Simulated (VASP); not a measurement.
Set up this calculation in VASP 6.6.1, as the native input.

| Item | Value |
| --- | --- |
| Task | single point |
| Functional | PBE |
| Potentials or basis | VASP PAW PBE potentials, release 64 (Bi_d) |
| Cutoff | 520 eV |
| k mesh | 12 × 12 × 12 |
| Occupations | fermi-dirac, width 0.1 eV |
| Spin | no spin polarisation |
| Dipole correction | no |
| Further INCAR settings | ALGO = Normal; EDIFF = 1e-06; NBANDS = 14 |

The structure of Bi lies in POSCAR:

```
Bi
1.0
    0.0000000000      2.6127358395      2.6127358395
    2.6127358395      0.0000000000      2.6127358395
    2.6127358395      2.6127358395      0.0000000000
Bi
1
Direct
    0.0000000000      0.0000000000      0.0000000000
```

This cell differs from its parent crystal: volume scaled by 1.12.

The input as run:

INCAR

```
PREC = Accurate
ENCUT = 520
EDIFF = 1E-6
ISMEAR = -1
SIGMA = 0.1
LREAL = F
LASPH = T
NELM = 80
ALGO = Normal
ISIF = 2
LWAVE = F
LCHARG = F
GGA = PE
NBANDS = 14
```

KPOINTS

```
regular mesh
0
Gamma
  12 12 12
```

Potentials or basis: VASP PAW PBE potentials, release 64 (Bi_d).

The run is started by

```console
$ cat potpaw_PBE.64/Bi_d/POTCAR > POTCAR
$ mpirun -np 1 vasp_std > vasp.out
```

Results of the run:

```yaml
Pressure: -4.6 GPa
```

Wall time 19 s on 1 thread of Intel(R) Xeon(R) Platinum 8488C (Sapphire Rapids), with other jobs on the host, peak memory 0.16 GiB.
